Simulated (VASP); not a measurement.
Wanted: the native input for a VASP 6.6.1 run.

```yaml
Task: single point
Functional: r2SCAN
Potentials_or_basis: VASP PAW PBE potentials, release 64 (Sc_sv, Si)
Cutoff: 520 eV
k_mesh: 8 × 8 × 8
Occupations: gaussian, width 0.05 eV
Spin: no spin polarisation
Dipole_correction: no
Further_INCAR_settings: ALGO = Normal; EDIFF = 1e-06; NBANDS = 20
```

Crystal: ScSi3.

```
Sc Si
1.0
     3.96555    0.00000    0.00000
     0.00000    3.96555    0.00000
     0.00000    0.00000    3.96555
Sc Si
1 3
Direct
  0.00000 0.00000 0.00000
  0.00000 0.50000 0.50000
  0.50000 0.50000 0.00000
  0.50000 0.00000 0.50000
```

These files were run (other wordings do the same):

POSCAR

```
ScSi3
1.0
    3.9655533451      0.0000000000      0.0000000000
    0.0000000000      3.9655533451      0.0000000000
    0.0000000000      0.0000000000      3.9655533451
Sc Si
1 3
Direct
    0.0000000000      0.0000000000      0.0000000000
    0.0000000000      0.5000000000      0.5000000000
    0.5000000000      0.5000000000      0.0000000000
    0.5000000000      0.0000000000      0.5000000000
```

INCAR.step1

```
SYSTEM = ScSi3
PREC = Accurate ; ENCUT = 520
ISMEAR = 0 ; SIGMA = 0.05
LREAL = .False. ; LASPH = .True.
NELM = 80 ; NBANDS = 20
GGA = PE ; ALGO = Normal
EDIFF = 1E-4 ; LWAVE = .True.
LCHARG = .False.
```

INCAR.step2

```
SYSTEM = ScSi3
PREC = Accurate ; ENCUT = 520
EDIFF = 1E-6 ; ISMEAR = 0
SIGMA = 0.05 ; LREAL = .False.
LASPH = .True. ; NELM = 80
ALGO = Normal ; ISIF = 2
LWAVE = .False. ; LCHARG = .False.
METAGGA = R2SCAN ; LMIXTAU = .True.
NBANDS = 20 ; ISTART = 1
```

KPOINTS

```
regular mesh
0
Gamma
  8 8 8
  0 0 0
```

Potentials or basis: VASP PAW PBE potentials, release 64 (Sc_sv, Si).

Command:

```console
$ cat potpaw_PBE.64/Sc_sv/POTCAR potpaw_PBE.64/Si/POTCAR > POTCAR
$ cp INCAR.step1 INCAR
$ mpirun -np 1 vasp_std > vasp.out
$ cp INCAR.step2 INCAR
$ mpirun -np 1 vasp_std > vasp.out
```

Results of the run:

The pressure is -0.9 GPa.

Caveat: the PAW data sets were made with another functional, which shifts forces and pressure a little.

Run time: 100 s on 1 thread of AMD EPYC 7R13 Processor (Zen 3) (shared host), peak memory 0.16 GiB.
